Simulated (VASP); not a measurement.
# CsBr (Pm-3m) in VASP: a series of runs, part 2 of 2

VASP 6.6.1.

### 3 Single point, PBE (39.25 Å³/atom)

This run uses another cell than the first one, of 39.25 Å³/atom.

INCAR reads:

```
SYSTEM = CsBr
PREC = Accurate
ENCUT = 500
EDIFF = 1E-6
ISMEAR = -1
SIGMA = 0.02
LREAL = .FALSE.
LASPH = .TRUE.
NELM = 120
ALGO = Normal
ISIF = 2
LWAVE = .FALSE.
LCHARG = .TRUE.
GGA = PE
LELF = .TRUE.
LVHAR = .TRUE.
NBANDS = 15
GGA_COMPAT = .FALSE.
```

KPOINTS reads:

```
regular mesh
0
G
  6 6 6
  0 0 0
```

POSCAR reads:

```
CsBr
1.0
    4.2819260788      0.0000000000      0.0000000000
    0.0000000000      4.2819260788      0.0000000000
    0.0000000000      0.0000000000      4.2819260788
Cs Br
1 1
Direct
    0.0000000000      0.0000000000      0.0000000000
    0.5000000000      0.5000000000      0.5000000000
```

Potentials or basis: VASP PAW PBE potentials, release 64 (Cs_sv, Br).

On the command line:

```bash
cat potpaw_PBE.64/Cs_sv/POTCAR potpaw_PBE.64/Br/POTCAR > POTCAR
mpirun -np 1 vasp_std > vasp.out
```

OUTCAR:

```text
SYSTEM = CsBr
   PREC = Accurate
   ENCUT = 500
   EDIFF = 1E-6
   ISMEAR = -1
   LREAL = .FALSE.
   LASPH = .TRUE.
   NELM = 120
   ISIF = 2
   GGA = PE

 ion  position               nearest neighbor table
   1  0.000  0.000  0.000-
   2  0.500  0.500  0.500-

  LATTYP: Found a simple cubic cell.
 ALAT       =     4.2819260788

  Lattice vectors:

 A1 = (   4.2819260788,   0.0000000000,   0.0000000000)
 A2 = (   0.0000000000,   4.2819260788,   0.0000000000)
 A3 = (   0.0000000000,   0.0000000000,   4.2819260788)

Analysis of symmetry for initial positions (statically):
=====================================================================
 Subroutine PRICEL returns:
 Original cell was already a primitive cell.

 Routine SETGRP: Setting up the symmetry group for a
 simple cubic supercell.

 Subroutine GETGRP returns: Found 48 space group operations
 (whereof 48 operations were pure point group operations)
 out of a pool of 48 trial point group operations.

The static configuration has the point symmetry O_h .

Analysis of symmetry for dynamics (positions and initial velocities):
=====================================================================
 Subroutine PRICEL returns:
 Original cell was already a primitive cell.

 Routine SETGRP: Setting up the symmetry group for a
 simple cubic supercell.

 Subroutine GETGRP returns: Found 48 space group operations
 (whereof 48 operations were pure point group operations)
 out of a pool of 48 trial point group operations.

The dynamic configuration has the point symmetry O_h .

 Subroutine INISYM returns: Found 48 space group operations
 (whereof 48 operations are pure point group operations),
 and found     1 'primitive' translations

----------------------------------------------------------------------------------------

                                     Primitive cell

  volume of cell :      78.5086

  direct lattice vectors                    reciprocal lattice vectors
     4.281926079  0.000000000  0.000000000     0.233539763  0.000000000  0.000000000
     0.000000000  4.281926079  0.000000000     0.000000000  0.233539763  0.000000000
     0.000000000  0.000000000  4.281926079     0.000000000  0.000000000  0.233539763

  length of vectors
     4.281926079  4.281926079  4.281926079     0.233539763  0.233539763  0.233539763

  position of ions in fractional coordinates (direct lattice)
     0.000000000  0.000000000  0.000000000
     0.500000000  0.500000000  0.500000000

  ion indices of the primitive-cell ions
   primitive index   ion index
                 1           1
                 2           2

----------------------------------------------------------------------------------------

 KPOINTS: regular mesh

Automatic generation of k-mesh.
 Grid dimensions read from file:
 generate k-points for:    6    6    6

 Generating k-lattice:

  Cartesian coordinates                     Fractional coordinates (reciprocal lattice)
     0.038923294  0.000000000  0.000000000     0.166666667  0.000000000  0.000000000
     0.000000000  0.038923294  0.000000000     0.000000000  0.166666667  0.000000000
     0.000000000  0.000000000  0.038923294     0.000000000  0.000000000  0.166666667

  Length of vectors
     0.038923294  0.038923294  0.038923294

  Shift w.r.t. Gamma in fractional coordinates (k-lattice)
     0.000000000  0.000000000  0.000000000

 Subroutine IBZKPT returns following result:
 ===========================================

 Found     20 irreducible k-points:

 Following reciprocal coordinates:
            Coordinates               Weight
  0.000000  0.000000  0.000000      1.000000
  0.166667  0.000000  0.000000      6.000000
  0.333333  0.000000  0.000000      6.000000
  0.500000  0.000000  0.000000      3.000000
  0.166667  0.166667  0.000000     12.000000
  0.333333  0.166667  0.000000     24.000000
[... 12 lines left out ...]
  0.500000  0.500000  0.333333      6.000000
  0.500000  0.500000  0.500000      1.000000
   k-points           NKPTS =     20   k-points in BZ     NKDIM =     20   number of bands    NBANDS=     15
   number of dos      NEDOS =    301   number of ions     NIONS =      2
   total plane-waves  NPLWV =  32768
   dimension x,y,z NGX =    32 NGY =   32 NGZ =   32
   dimension x,y,z NGXF=    64 NGYF=   64 NGZF=   64
   ions per type =               1   1
   NGX,Y,Z   is equivalent  to a cutoff of  12.42, 12.42, 12.42 a.u.
   NGXF,Y,Z  is equivalent  to a cutoff of  24.85, 24.85, 24.85 a.u.
 SYSTEM =  CsBr
   PREC   = accura    normal or accurate (medium, high low for compatibility)
   ISTART =      0    job   : 0-new  1-cont  2-samecut
   ICHARG =      2    charge: 1-file 2-atom 10-const
   ISPIN  =      1    spin polarized calculation?
   LNONCOLLINEAR =      F non collinear calculations
   LSORBIT =      F    spin-orbit coupling
   LASPH  =      T    aspherical Exc in radial PAW
   ENCUT  =  500.0 eV  36.75 Ry    6.06 a.u.   7.81  7.81  7.81*2*pi/ulx,y,z
   NELM   =    120;   NELMIN=  2; NELMDL= -5     # of ELM steps
   EDIFF  = 0.1E-05   stopping-criterion for ELM
   LREAL  =      F    real-space projection
   EDIFFG = 0.1E-04   stopping-criterion for IOM
   NSW    =      0    number of steps for IOM
   IBRION =     -1    ionic relax: 0-MD 1-quasi-New 2-CG
   NFREE  =      0    steps in history (QN), initial steepest desc. (CG)
   ISIF   =      2    stress and relaxation
   ISYM   =      2    0-nonsym 1-usesym 2-fastsym
   POTIM  = 0.5000    time-step for ionic-motion
   TEBEG  =    0.0;   TEEND  =   0.0 temperature during run
   PSTRESS=    0.0 pullay stress
   NELECT =      16.0000    total number of electrons
   NUPDOWN=      -1.0000    fix difference up-down
   EMIN   =  10.00;   EMAX   =-10.00  energy-range for DOS
   EFERMI =   0.00;   METHOD = LEGACY
   ISMEAR =    -1;   SIGMA  =   0.02  broadening in eV -4-tet -1-fermi 0-gaus
   EFERMI_NEDOS =   21; number of points for ismear=-14 and -15
   IALGO  =     38    algorithm
   IMIX   =      4    mixing-type and parameters
     AMIX     =   0.40;   BMIX     =  1.00
     AMIX_MAG =   1.60;   BMIX_MAG =  1.00
  volume/ion in A,a.u.               =      39.25       264.90
  Fermi-wavevector in a.u.,A,eV,Ry     =   0.963405  1.820572 12.628242  0.928150
  Thomas-Fermi vector in A             =   2.092948
   LORBIT       =      0    0 simple, 1 ext, 2 COOP (PROOUT), +10 PAW based schemes
   GGA     = PE    functional components
   LHFCALC =     F    Hartree Fock is set to
   AEXX    =    0.0000 exact exchange contribution
   IVDW    =     0    specifies the selected vdW correction
   LEPSILON=     F    determine dielectric tensor
   LRPA    =     F    only Hartree local field effects (RPA)
 non-spin polarized calculation
  energy-cutoff  :      500.00
  volume of cell :       78.51
 maximum number of plane-waves:      2011
 NGX is ok and might be reduce to    32
   NGX = 15   NGY = 15   NGZ = 15

 number of electron      15.9999998 magnetization

 Free energy of the ion-electron system (eV)
  ---------------------------------------------------
  ext. energy  EPLUGINS =         0.00000000
  ---------------------------------------------------
  free energy    TOTEN  =        -6.00291415 eV

  energy without entropy =       -6.00291415  energy(sigma->0) =       -6.00291415

 E-fermi :   0.1247     XC(G=0):  -8.0872

 val. band max:       -0.2833596810   @ k =   0.0000   0.0000   0.0000
 cond. band min:       4.2456765842   @ k =   0.0000   0.0000   0.0000
 fundamental gap:      4.5290362652
 Fermi energy:         0.1247190138

 k-point     1 :       0.0000    0.0000    0.0000
  band No.  band energies     occupation
      1     -20.0565      2.00000
      2     -12.6549      2.00000
      3      -6.6484      2.00000
      4      -6.6484      2.00000
      5      -6.6484      2.00000
      6      -0.2834      2.00000
      7      -0.2834      2.00000
      8      -0.2834      2.00000
      9       4.2457      0.00000
     10       4.6272      0.00000
     11       4.6272      0.00000
     12       8.8493      0.00000
     13       8.8493      0.00000
     14       8.8493      0.00000
[... 329 lines left out ...]
      2     -12.4735      2.00000
      3      -7.0556      2.00000
      4      -7.0556      2.00000
      5      -7.0556      2.00000
      6      -1.4721      2.00000
      7      -1.4721      2.00000
      8      -1.4721      2.00000
      9       8.0572      0.00000
     10       8.0572      0.00000
     11       8.0572      0.00000
     12       8.9116      0.00000
     13       8.9116      0.00000
     14       8.9116      0.00000
     15      11.0847      0.00000

------------------------ aborting loop because EDIFF is reached ----------------------------------------

  FORCE on cell =-STRESS in cart. coord.  units (eV):
  Direction    XX          YY          ZZ          XY          YZ          ZX
  --------------------------------------------------------------------------------------
  -------------------------------------------------------------------------------------
  Total        0.5636549      0.5636549      0.5636549      0.0000000      0.0000000      0.0000000
  in kB       11.5028749     11.5028749     11.5028749      0.0000000      0.0000000      0.0000000
  external PRESSURE =      11.5028749 kB  Pullay stress =       0.0000000 kB

 VOLUME and BASIS-vectors are now :
 -----------------------------------------------------------------------------
  energy-cutoff  :      500.00
  volume of cell :       78.51
      direct lattice vectors                 reciprocal lattice vectors
     4.281926079  0.000000000  0.000000000     0.233539763  0.000000000  0.000000000
     0.000000000  4.281926079  0.000000000     0.000000000  0.233539763  0.000000000
     0.000000000  0.000000000  4.281926079     0.000000000  0.000000000  0.233539763

 POSITION                                       TOTAL-FORCE (eV/Angst)
 -----------------------------------------------------------------------------------
      0.00000      0.00000      0.00000         0.000000      0.000000      0.000000
      2.14096      2.14096      2.14096         0.000000      0.000000      0.000000
 -----------------------------------------------------------------------------------
    total drift:                                0.000000      0.000000     -0.000000

  FREE ENERGIE OF THE ION-ELECTRON SYSTEM (eV)
  ---------------------------------------------------
  free  energy   TOTEN  =        -6.0029141458 eV

  energy  without entropy=       -6.0029141457  energy(sigma->0) =       -6.00291415
```

OSZICAR:

```text
N       E                     dE             d eps       ncg     rms          rms(c)
DAV:   1     0.866805546041E+02    0.86681E+02   -0.64053E+03   600   0.878E+02
DAV:   2     0.391819616160E+00   -0.86289E+02   -0.79552E+02   862   0.153E+02
DAV:   3    -0.621097177644E+01   -0.66028E+01   -0.65762E+01   747   0.458E+01
DAV:   4    -0.626469407364E+01   -0.53722E-01   -0.53715E-01   740   0.493E+00
DAV:   5    -0.626498310592E+01   -0.28903E-03   -0.28903E-03   740   0.372E-01    0.180E+00
DAV:   6    -0.603640601720E+01    0.22858E+00   -0.21165E-01   740   0.247E+00    0.105E+00
DAV:   7    -0.599994983883E+01    0.36456E-01   -0.12472E-01   740   0.182E+00    0.606E-01
DAV:   8    -0.600302356948E+01   -0.30737E-02   -0.13481E-02   670   0.678E-01    0.115E-01
DAV:   9    -0.600281354597E+01    0.21002E-03   -0.13029E-03   789   0.195E-01    0.668E-02
DAV:  10    -0.600291087376E+01   -0.97328E-04   -0.19943E-04   635   0.912E-02    0.166E-02
DAV:  11    -0.600291519713E+01   -0.43234E-05   -0.26988E-05   733   0.304E-02    0.100E-02
DAV:  12    -0.600291400633E+01    0.11908E-05   -0.42206E-06   698   0.122E-02    0.186E-03
DAV:  13    -0.600291414577E+01   -0.13943E-06   -0.42618E-07   384   0.360E-03
   1 F= -.60029141E+01 E0= -.60029141E+01  d E =-.438680E-10
```

It took 25 s on 1 thread of Intel Xeon 8259CL, shared host; peak memory 0.18 GiB.

Results:

```yaml
Free_energy: -6.0029 eV
Pressure: 1.2 GPa
Band_gap_on_the_k_mesh: 4.53 eV
```

Caveat: spin-orbit coupling is left out, which moves the levels of the heavy elements.
